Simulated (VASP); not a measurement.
# Mg (P6/mmm) in VASP: a series of runs, part 3 of 3

VASP 6.6.1. The steps go on from the part before.

**4. Single point, PBEsol (strained)**

The input, INCAR:

```
SYSTEM = Mg
ALGO = Normal ; EDIFF = 1E-6
ENCUT = 600 ; GGA = PS
GGA_COMPAT = .False. ; ISIF = 2
ISMEAR = 0 ; LASPH = .True.
LCHARG = .True. ; LELF = .True.
LREAL = .False. ; LVHAR = .True.
LWAVE = .False. ; NBANDS = 7
NELM = 120 ; PREC = Accurate
SIGMA = 0.1
```

The input, KPOINTS:

```
k-points
0
Gamma
  15 15 14
  0 0 0
```

The input, POSCAR:

```
Mg
1.0
    3.0014034947      0.0000000000      0.0000000000
   -1.5007017474      2.5992916734      0.0000000000
    0.0000000000      0.0000000000      3.0873739509
Mg
1
Direct
    0.0000000000      0.0000000000      0.0000000000
```

Potentials or basis: VASP PAW PBE potentials, release 64 (Mg).

Launch:

```
$ cat potpaw_PBE.64/Mg/POTCAR > POTCAR
$ mpirun -np 1 vasp_std > vasp.out
```

OUTCAR:

```text
SYSTEM = Mg
   EDIFF = 1E-6
   ENCUT = 600
   GGA = PS
   ISIF = 2
   ISMEAR = 0
   LASPH = .True.
   LREAL = .False.
   NELM = 120
   PREC = Accurate

 ion  position               nearest neighbor table
   1  0.000  0.000  0.000-

  LATTYP: Found a hexagonal cell.
 ALAT       =     3.0014034947
 C/A-ratio  =     1.0286434184

  Lattice vectors:

 A1 = (   3.0014034947,   0.0000000000,   0.0000000000)
 A2 = (  -1.5007017474,   2.5992916734,   0.0000000000)
 A3 = (   0.0000000000,   0.0000000000,   3.0873739509)

Analysis of symmetry for initial positions (statically):
=====================================================================
 Subroutine PRICEL returns:
 Original cell was already a primitive cell.

 Routine SETGRP: Setting up the symmetry group for a
 hexagonal supercell.

 Subroutine GETGRP returns: Found 24 space group operations
 (whereof 24 operations were pure point group operations)
 out of a pool of 24 trial point group operations.

The static configuration has the point symmetry D_6h.

Analysis of symmetry for dynamics (positions and initial velocities):
[... 157 lines left out ...]

 E-fermi :   2.3032     XC(G=0):  -8.3607

 val. band max:        2.2477728342   @ k =   0.4000   0.2000   0.1429
 cond. band min:       2.3259794124   @ k =   0.1333   0.0000   0.3571
 fundamental gap:      0.0782065781
 Fermi energy:         2.3032036462

 k-point     1 :       0.0000    0.0000    0.0000
  band No.  band energies     occupation
      1      -4.4078      2.00000
      2      10.0037      0.00000
      3      10.5227      0.00000
      4      15.2813      0.00000
      5      15.2813      0.00000
      6      16.6538      0.00000
      7      16.6538      0.00000
[... 221 lines left out ...]
 k-point    24 :       0.4000    0.2000    0.0000
  band No.  band energies     occupation
      1       1.3780      2.00000
      2       1.9357      2.00000
      3       5.8978      0.00000
      4      15.4340      0.00000
      5      16.0199      0.00000
      6      16.1829      0.00000
      7      17.3327      0.00000

 [... further k-points ...]

------------------------ aborting loop because EDIFF is reached ----------------------------------------

  FORCE on cell =-STRESS in cart. coord.  units (eV):
  Direction    XX          YY          ZZ          XY          YZ          ZX
  --------------------------------------------------------------------------------------
  -------------------------------------------------------------------------------------
  Total        0.4020573      0.4020573     -0.1027445     -0.0000000      0.0000000      0.0000000
  in kB       26.7442194     26.7442194     -6.8344017     -0.0000000      0.0000000      0.0000000
  external PRESSURE =      15.5513457 kB  Pullay stress =       0.0000000 kB

 VOLUME and BASIS-vectors are now :
 -----------------------------------------------------------------------------
  energy-cutoff  :      600.00
  volume of cell :       24.09
      direct lattice vectors                 reciprocal lattice vectors
     3.001403495  0.000000000  0.000000000     0.333177462  0.192360098  0.000000000
    -1.500701747  2.599291673  0.000000000     0.000000000  0.384720195  0.000000000
     0.000000000  0.000000000  3.087373951     0.000000000  0.000000000  0.323899863

 POSITION                                       TOTAL-FORCE (eV/Angst)
 -----------------------------------------------------------------------------------
      0.00000      0.00000      0.00000        -0.000000      0.000000      0.000000
 -----------------------------------------------------------------------------------
    total drift:                                0.000000      0.000000      0.000000

  FREE ENERGIE OF THE ION-ELECTRON SYSTEM (eV)
  ---------------------------------------------------
  free  energy   TOTEN  =        -1.4777138841 eV

  energy  without entropy=       -1.4763491686  energy(sigma->0) =       -1.47703153
```

stdout:

```text
POSCAR found type information on POSCAR Mg
 POSCAR found :  1 types and       1 ions
 scaLAPACK will be used
 -----------------------------------------------------------------------------
|                                                                             |
|                                                                             |
|     You enforced a specific xc type in the INCAR file but a different       |
|     I HOPE YOU KNOW WHAT YOU ARE DOING!                                     |
|                                                                             |
 -----------------------------------------------------------------------------

 LDA part: xc-table for (Slater+PW92), standard interpolation
 POSCAR, INCAR and KPOINTS ok, starting setup
 FFT: planning ... GRIDC
 FFT: planning ... GRID_SOFT
 FFT: planning ... GRID
 WAVECAR not read
 entering main loop
```

Wall time 37 s (1 thread of Intel Xeon 8259CL, shared host); peak memory 0.18 GiB.

What came out:

- Free energy: -1.4777 eV
- Pressure: 1.6 GPa
- Band gap on the k mesh: zero (bands 1 and 2 overlap by 5.44 eV)

Caveat: the cell differs from its parent crystal (strained); the PAW data sets were made with another functional, which shifts forces and pressure a little.

**5. Single point, PBEsol (strained)**

The input, INCAR:

```
SYSTEM = Mg
ALGO = Normal
EDIFF = 1E-6
ENCUT = 600
GGA = PS
GGA_COMPAT = .False.
ISIF = 2
ISMEAR = 0
LASPH = .True.
LCHARG = .False.
LREAL = .False.
LWAVE = .False.
NBANDS = 7
NELM = 120
PREC = Accurate
SIGMA = 0.1
```

KPOINTS is that of step 4.

The input, POSCAR:

```
Mg
1.0
    3.1334509731      0.0000000000      0.0000000000
   -1.5667254866      2.7136481442      0.0000000000
    0.0000000000      0.0000000000      2.8538044609
Mg
1
Direct
    0.0000000000      0.0000000000      0.0000000000
```

Launch:

```
$ cat potpaw_PBE.64/Mg/POTCAR > POTCAR
$ mpirun -np 1 vasp_std > vasp.out
```

Wall time 58 s (1 thread of Intel Xeon 8259CL, shared host); peak memory 0.18 GiB.

Results (log left out):

- Free energy: -1.4557 eV
- Pressure: 0.8 GPa
- Band gap on the k mesh: zero (bands 1 and 2 overlap by 5.48 eV)

Stress tensor (GPa, compression positive):
```
-1.61  0.00  0.00
 0.00 -1.61  0.00
 0.00  0.00  5.62
```

Levels at points of the mesh, in eV from the Fermi level:
```
           k point  band 1  band 2  band 3  band 4
(0.00, 0.00, 0.00)   -6.71    8.99   10.91   11.69
(0.00, 0.00, 0.50)   -2.23   -2.15   14.56   14.56
```

Caveat: the cell differs from its parent crystal (strained); the stress differs along the axes, from -2 to 6 GPa; the PAW data sets were made with another functional, which shifts forces and pressure a little.

**6. Single point, PBEsol**

This run uses another cell than the first one, of 24.27 Å³/atom.

The input, INCAR:

```
PREC = Accurate
ENCUT = 600
EDIFF = 1E-6
ISMEAR = 0
SIGMA = 0.1
LREAL = F
LASPH = T
NELM = 120
ALGO = Normal
ISIF = 2
LWAVE = F
LCHARG = T
GGA = PS
LELF = T
LVHAR = T
NBANDS = 7
GGA_COMPAT = F
```

The input, KPOINTS:

```
regular mesh
0
Gamma
  15 15 14
```

POSCAR is that of step 5.

Potentials or basis: VASP PAW PBE potentials, release 64 (Mg).

Launch:

```
$ cat potpaw_PBE.64/Mg/POTCAR > POTCAR
$ mpirun -np 1 vasp_std > vasp.out
```

OUTCAR:

```text
PREC = Accurate
   ENCUT = 600
   EDIFF = 1E-6
   ISMEAR = 0
   LREAL = F
   LASPH = T
   NELM = 120
   ISIF = 2
   GGA = PS

 ion  position               nearest neighbor table
   1  0.000  0.000  0.000-

  LATTYP: Found a hexagonal cell.
 ALAT       =     3.1334509731
 C/A-ratio  =     0.9107544638

  Lattice vectors:

 A1 = (   3.1334509731,   0.0000000000,   0.0000000000)
 A2 = (  -1.5667254866,   2.7136481442,   0.0000000000)
[... 418 lines left out ...]
      5      17.6195      0.00000
      6      18.2779      0.00000
      7      19.4243      0.00000

 [... further k-points ...]

------------------------ aborting loop because EDIFF is reached ----------------------------------------

  FORCE on cell =-STRESS in cart. coord.  units (eV):
  Direction    XX          YY          ZZ          XY          YZ          ZX
  --------------------------------------------------------------------------------------
  -------------------------------------------------------------------------------------
  Total       -0.2445749     -0.2445749      0.8513780      0.0000000      0.0000000      0.0000000
  in kB      -16.1481146    -16.1481146     56.2124261      0.0000000      0.0000000      0.0000000
  external PRESSURE =       7.9720657 kB  Pullay stress =       0.0000000 kB

 VOLUME and BASIS-vectors are now :
 -----------------------------------------------------------------------------
  energy-cutoff  :      600.00
  volume of cell :       24.27
      direct lattice vectors                 reciprocal lattice vectors
     3.133450973  0.000000000  0.000000000     0.319136954  0.184253806  0.000000000
    -1.566725487  2.713648144  0.000000000     0.000000000  0.368507613  0.000000000
     0.000000000  0.000000000  2.853804461     0.000000000  0.000000000  0.350409432

 POSITION                                       TOTAL-FORCE (eV/Angst)
 -----------------------------------------------------------------------------------
      0.00000      0.00000      0.00000         0.000000      0.000000      0.000000
 -----------------------------------------------------------------------------------
    total drift:                               -0.000000     -0.000000      0.000000

  FREE ENERGIE OF THE ION-ELECTRON SYSTEM (eV)
  ---------------------------------------------------
  free  energy   TOTEN  =        -1.4556788173 eV

  energy  without entropy=       -1.4532585852  energy(sigma->0) =       -1.45446870
```

Run time: 49 s. Hardware: 1 thread of Intel Xeon 8259CL, shared host; peak memory 0.18 GiB.

What came out:

```yaml
Free_energy: -1.4557 eV
Pressure: 0.8 GPa
Band_gap_on_the_k_mesh: zero (bands 1 and 2 overlap by 5.48 eV)
```

Stress tensor (GPa, compression positive):
```
-1.61  0.00  0.00
 0.00 -1.61  0.00
 0.00  0.00  5.62
```

Caveat: the stress differs along the axes, from -2 to 6 GPa; the PAW data sets were made with another functional, which shifts forces and pressure a little.

**7. Summary**

| cell | k mesh | gap on the mesh (eV) | pressure (GPa) |
| --- | --- | --- | --- |
| a = 2.952, b = 2.952, c = 2.901 Å, angles 90.0, 90.0, 120.0°, 1 atom | 15 × 15 × 14 | none | 4.9 |
| a = 3.117, b = 3.117, c = 3.157 Å, angles 90.0, 90.0, 120.0°, 1 atom | 15 × 15 × 12 | none | -1.4 |
| a = 3.001, b = 3.001, c = 3.087 Å, angles 90.0, 90.0, 120.0°, 1 atom | 15 × 15 × 14 | none | 1.6 |
| a = 3.133, b = 3.133, c = 2.854 Å, angles 90.0, 90.0, 120.0°, 1 atom | 15 × 15 × 14 | none | 0.8 |

Alike in all rows: task single point; level PBEsol; potentials or basis VASP PAW PBE potentials, release 64 (Mg); no spin polarisation; cutoff (eV) 600; smearing gaussian 0.1 eV.

Caveats: the PAW data sets were made with another functional, which shifts forces and pressure a little; the cell stands under pressure (at least some runs); the stress differs along the axes, from -2 to 6 GPa (at least some runs).

Total energies depend on the potentials used, so only differences within one code and one set of settings carry meaning.

The gap in the log of VASP goes by the Fermi energy; the results here count the filled bands.